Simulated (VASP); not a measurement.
# CdF (R-3m) in VASP: relaxation of cell and atoms with PBE

Aim: the relaxation of cell and atoms of CdF with PBE.

All numbers are computed with VASP 6.6.1; they aren't measurements. Logs are shortened: lines on timing, memory, paths and dates and some standing lists are left out, and cuts for length are marked.

## Step 1: The cell of the first run

Symmetry: R-3m, No. 166, trigonal system. Conventional cell: a = 3.194 Å, b = 3.194 Å, c = 11.117 Å, α = 90.00°, β = 90.00°, γ = 120.00°. Within 3.4 Å of Cd (site symmetry -3m) lie 6 F at 2.61 Å and 6 Cd at 3.19 Å. F (site symmetry -3m) has 6 Cd at 2.61 Å and 6 F at 3.19 Å within 3.4 Å.

## Step 2: Relaxation of cell and atoms, PBE

File INCAR:

```
PREC     = Accurate       # precision mode
ENCUT    = 600            # plane-wave cutoff, eV
EDIFF    = 1E-6           # SCF threshold, eV
ISMEAR   = 0              # smearing method
SIGMA    = 0.1            # smearing width, eV
LREAL    = False          # projectors in reciprocal space
LASPH    = True           # aspherical terms in the spheres
NELM     = 100            # most SCF steps
ALGO     = Normal         # electronic algorithm
ISIF     = 3              # what is computed and relaxed
LWAVE    = False          # write WAVECAR
LCHARG   = False          # write CHGCAR
GGA      = PE             # functional
IBRION   = 2              # ionic algorithm
NSW      = 100            # ionic steps
EDIFFG   = -0.01          # ionic threshold
```

File KPOINTS:

```
Automatic mesh
0
Gamma
  21 21 21
```

File POSCAR:

```
CdF
1.0
    1.5970464177      0.9220551792      3.7055338284
   -1.5970464177      0.9220551792      3.7055338284
    0.0000000000     -1.8441103583      3.7055338284
Cd F
1 1
Direct
    0.5000000000      0.5000000000      0.5000000000
    0.0000000000      0.0000000000      0.0000000000
```

Potentials or basis: VASP PAW PBE potentials, release 64 (Cd, F).

On the command line:

```sh
cat potpaw_PBE.64/Cd/POTCAR potpaw_PBE.64/F/POTCAR > POTCAR
mpirun -np 1 vasp_std > vasp.out
```

OUTCAR:

```text
PREC = Accurate
   ENCUT = 600
   EDIFF = 1E-6
   ISMEAR = 0
   LREAL = False
   LASPH = True
   NELM = 100
   ISIF = 3
   GGA = PE
   IBRION = 2
   NSW = 100
   EDIFFG = -0.01

 ion  position               nearest neighbor table
   1  0.500  0.500  0.500-   2 2.61   2 2.61   2 2.61   2 2.61   2 2.61   2 2.61
   2  0.000  0.000  0.000-   1 2.61   1 2.61   1 2.61   1 2.61   1 2.61   1 2.61

  LATTYP: Found a trigonal (rhomboedric) cell.
 ALAT       =     4.1390486790
 COS(alpha) =     0.7022416115

  Lattice vectors:

 A1 = (   1.5970464177,   0.9220551792,   3.7055338284)
 A2 = (  -1.5970464177,   0.9220551792,   3.7055338284)
 A3 = (   0.0000000000,  -1.8441103583,   3.7055338284)

Analysis of symmetry for initial positions (statically):
=====================================================================
 Subroutine PRICEL returns:
 Original cell was already a primitive cell.

 Routine SETGRP: Setting up the symmetry group for a
 trigonal (rhombohedral) supercell.

 Subroutine GETGRP returns: Found 12 space group operations
 (whereof 12 operations were pure point group operations)
 out of a pool of 12 trial point group operations.

The static configuration has the point symmetry D_3d.

Analysis of symmetry for dynamics (positions and initial velocities):
=====================================================================
 Subroutine PRICEL returns:
 Original cell was already a primitive cell.

 Routine SETGRP: Setting up the symmetry group for a
 trigonal (rhombohedral) supercell.

 Subroutine GETGRP returns: Found 12 space group operations
 (whereof 12 operations were pure point group operations)
 out of a pool of 12 trial point group operations.

The dynamic configuration has the point symmetry D_3d.

 Subroutine INISYM returns: Found 12 space group operations
 (whereof 12 operations are pure point group operations),
 and found     1 'primitive' translations

----------------------------------------------------------------------------------------

                                     Primitive cell

  volume of cell :      32.7398

  direct lattice vectors                    reciprocal lattice vectors
     1.597046418  0.922055179  3.705533828     0.313077938  0.180755632  0.089955550
    -1.597046418  0.922055179  3.705533828    -0.313077938  0.180755632  0.089955550
     0.000000000 -1.844110358  3.705533828     0.000000000 -0.361511264  0.089955550

  length of vectors
     4.139048679  4.139048679  4.139048679     0.372535092  0.372535092  0.372535092

  position of ions in fractional coordinates (direct lattice)
     0.500000000  0.500000000  0.500000000
     0.000000000  0.000000000  0.000000000

  ion indices of the primitive-cell ions
   primitive index   ion index
                 1           1
                 2           2

----------------------------------------------------------------------------------------

 KPOINTS: Automatic mesh

Automatic generation of k-mesh.
 Grid dimensions read from file:
 generate k-points for:   21   21   21

 Generating k-lattice:

  Cartesian coordinates                     Fractional coordinates (reciprocal lattice)
     0.014908473  0.008607411  0.004283598     0.047619048  0.000000000 -0.000000000
    -0.014908473  0.008607411  0.004283598     0.000000000  0.047619048 -0.000000000
     0.000000000 -0.017214822  0.004283598    -0.000000000 -0.000000000  0.047619048

  Length of vectors
     0.017739766  0.017739766  0.017739766

  Shift w.r.t. Gamma in fractional coordinates (k-lattice)
     0.000000000  0.000000000  0.000000000

 Subroutine IBZKPT returns following result:
 ===========================================

 Found    891 irreducible k-points:

 Following reciprocal coordinates:
            Coordinates               Weight
  0.000000  0.000000  0.000000      1.000000
  0.047619  0.000000  0.000000      6.000000
  0.095238  0.000000 -0.000000      6.000000
  0.142857  0.000000  0.000000      6.000000
  0.190476  0.000000 -0.000000      6.000000
  0.238095  0.000000  0.000000      6.000000
[... 16 lines left out ...]
 -0.428571  0.047619 -0.000000     12.000000
 -0.380952  0.047619  0.000000     12.000000
 [... further k-points ...]
   k-points           NKPTS =    891   k-points in BZ     NKDIM =    891   number of bands    NBANDS=     13
   number of dos      NEDOS =    301   number of ions     NIONS =      2
   total plane-waves  NPLWV =  46656
   dimension x,y,z NGX =    36 NGY =   36 NGZ =   36
   dimension x,y,z NGXF=    72 NGYF=   72 NGZF=   72
   ions per type =               1   1
   NGX,Y,Z   is equivalent  to a cutoff of  14.46, 14.46, 14.46 a.u.
   NGXF,Y,Z  is equivalent  to a cutoff of  28.92, 28.92, 28.92 a.u.
 SYSTEM =  unknown system
   PREC   = accura    normal or accurate (medium, high low for compatibility)
   ISTART =      0    job   : 0-new  1-cont  2-samecut
   ICHARG =      2    charge: 1-file 2-atom 10-const
   ISPIN  =      1    spin polarized calculation?
   LNONCOLLINEAR =      F non collinear calculations
   LSORBIT =      F    spin-orbit coupling
   LASPH  =      T    aspherical Exc in radial PAW
   ENCUT  =  600.0 eV  44.10 Ry    6.64 a.u.   8.27  8.27  8.27*2*pi/ulx,y,z
   NELM   =    100;   NELMIN=  2; NELMDL= -5     # of ELM steps
   EDIFF  = 0.1E-05   stopping-criterion for ELM
   LREAL  =      F    real-space projection
   EDIFFG = -.1E-01   stopping-criterion for IOM
   NSW    =    100    number of steps for IOM
   IBRION =      2    ionic relax: 0-MD 1-quasi-New 2-CG
   NFREE  =      1    steps in history (QN), initial steepest desc. (CG)
   ISIF   =      3    stress and relaxation
   ISYM   =      2    0-nonsym 1-usesym 2-fastsym
   POTIM  = 0.5000    time-step for ionic-motion
   TEBEG  =    0.0;   TEEND  =   0.0 temperature during run
   PSTRESS=    0.0 pullay stress
   NELECT =      19.0000    total number of electrons
   NUPDOWN=      -1.0000    fix difference up-down
   EMIN   =  10.00;   EMAX   =-10.00  energy-range for DOS
   EFERMI =   0.00;   METHOD = LEGACY
   ISMEAR =     0;   SIGMA  =   0.10  broadening in eV -4-tet -1-fermi 0-gaus
   EFERMI_NEDOS =   21; number of points for ismear=-14 and -15
   IALGO  =     38    algorithm
   IMIX   =      4    mixing-type and parameters
     AMIX     =   0.40;   BMIX     =  1.00
     AMIX_MAG =   1.60;   BMIX_MAG =  1.00
  volume/ion in A,a.u.               =      16.37       110.47
  Fermi-wavevector in a.u.,A,eV,Ry     =   1.365528  2.580473 25.370322  1.864666
  Thomas-Fermi vector in A             =   2.491748
   LORBIT       =      0    0 simple, 1 ext, 2 COOP (PROOUT), +10 PAW based schemes
   GGA     = PE    functional components
   LHFCALC =     F    Hartree Fock is set to
   AEXX    =    0.0000 exact exchange contribution
   IVDW    =     0    specifies the selected vdW correction
   LEPSILON=     F    determine dielectric tensor
   LRPA    =     F    only Hartree local field effects (RPA)
 conjugate gradient relaxation of ions
 non-spin polarized calculation
 Gauss-broadening in eV      SIGMA  =   0.10
  energy-cutoff  :      600.00
  volume of cell :       32.74
 maximum number of plane-waves:      1112
 NGX is ok and might be reduce to    36
   NGX = 17   NGY = 17   NGZ = 17

--------------------------------------- Ionic step        1  -------------------------------------------

 number of electron      18.9999999 magnetization

 Free energy of the ion-electron system (eV)
  ---------------------------------------------------
  ext. energy  EPLUGINS =         0.00000000
  ---------------------------------------------------
  free energy    TOTEN  =        -5.13642290 eV

  energy without entropy =       -5.13330280  energy(sigma->0) =       -5.13486285

------------------------ aborting loop because EDIFF is reached ----------------------------------------

  FORCE on cell =-STRESS in cart. coord.  units (eV):
  Direction    XX          YY          ZZ          XY          YZ          ZX
  --------------------------------------------------------------------------------------
  -------------------------------------------------------------------------------------
  Total        0.0082112      0.0082112     -0.0496043     -0.0000000     -0.0000000      0.0000000
  in kB        0.4018265      0.4018265     -2.4274697     -0.0000000     -0.0000000      0.0000000
  external PRESSURE =      -0.5412723 kB  Pullay stress =       0.0000000 kB
[... 93 lines left out ...]
  energy  without entropy=       -5.1333370230  energy(sigma->0) =       -5.13491121

--------------------------------------- Ionic step        4  -------------------------------------------

 number of electron      18.9999999 magnetization

 Free energy of the ion-electron system (eV)
  ---------------------------------------------------
  ext. energy  EPLUGINS =         0.00000000
  ---------------------------------------------------
  free energy    TOTEN  =        -5.13650746 eV

  energy without entropy =       -5.13334955  energy(sigma->0) =       -5.13492850

 E-fermi :   1.8710     XC(G=0): -10.3767

 val. band max:        1.8647653029   @ k =  -0.3810   0.4286   0.2857
 cond. band min:       1.8720194496   @ k =  -0.3810   0.4762   0.2857
 fundamental gap:      0.0072541468
 Fermi energy:         1.8710276012

 k-point     1 :       0.0000    0.0000    0.0000
  band No.  band energies     occupation
      1     -21.3268      2.00000
      2      -7.0331      2.00000
      3      -6.8606      2.00000
      4      -6.8606      2.00000
      5      -6.3504      2.00000
      6      -6.3504      2.00000
      7      -3.3245      2.00000
      8      -2.6017      2.00000
      9      -2.1101      2.00000
     10      -2.1101      2.00000
     11       9.9096      0.00000
     12      12.1552      0.00000
     13      17.1536      0.00000
[... 353 lines left out ...]
 k-point    24 :      -0.3810    0.0476    0.0000
  band No.  band energies     occupation
      1     -21.1259      2.00000
      2      -7.3617      2.00000
      3      -7.0266      2.00000
      4      -6.6141      2.00000
      5      -6.5248      2.00000
      6      -6.2752      2.00000
      7      -3.6370      2.00000
      8      -2.2424      2.00000
      9      -2.0386      2.00000
     10       1.6484      1.99836
     11       5.6500      0.00000
     12       9.8725      0.00000
     13      11.4258      0.00000

 [... further k-points ...]
[... 5 lines left out ...]
  --------------------------------------------------------------------------------------
  -------------------------------------------------------------------------------------
  Total        0.0107991      0.0107991      0.0067052      0.0000000      0.0000000      0.0000000
  in kB        0.5287580      0.5287580      0.3283082      0.0000000      0.0000000      0.0000000
  external PRESSURE =       0.4619414 kB  Pullay stress =       0.0000000 kB
[... 17 lines left out ...]
  FREE ENERGIE OF THE ION-ELECTRON SYSTEM (eV)
  ---------------------------------------------------
  free  energy   TOTEN  =        -5.1365074579 eV

  energy  without entropy=       -5.1333495502  energy(sigma->0) =       -5.13492850

 reached required accuracy - stopping structural energy minimisation
```

Run time: 22 min. Hardware: 1 thread of AMD EPYC 7R43 (Zen 3), shared host; peak memory 0.57 GiB.

Results:

```yaml
Free_energy: -5.1365 eV
Relaxed_volume: 16.36 Å³/atom
Relaxed_cell: a = 4.130 Å, b = 4.130 Å, c = 4.130 Å, α = 45.55°, β = 45.55°, γ = 45.55°
Space_group_after_relaxing_to_0.05_Å: R-3m (No. 166)
Energy_gained_by_relaxing: 0.0 meV/atom
Ionic_steps: 4
Pressure_after_relaxing: 0.0 GPa
```

Final structure:
```cif
data_structure
_symmetry_space_group_name_H-M 'P 1'
_symmetry_Int_Tables_number 1
_cell_length_a 4.1303
_cell_length_b 4.1303
_cell_length_c 4.1303
_cell_angle_alpha 45.552
_cell_angle_beta 45.552
_cell_angle_gamma 45.552
_cell_volume 32.72
loop_
_atom_site_label
_atom_site_type_symbol
_atom_site_fract_x
_atom_site_fract_y
_atom_site_fract_z
_atom_site_occupancy
Cd1 Cd 0.50000 0.50000 0.50000 1
F1 F 0.00000 0.00000 0.00000 1
```

Caveat: an odd number of electrons without spin polarisation forces a metal; a magnetic or distorted state may lie lower.
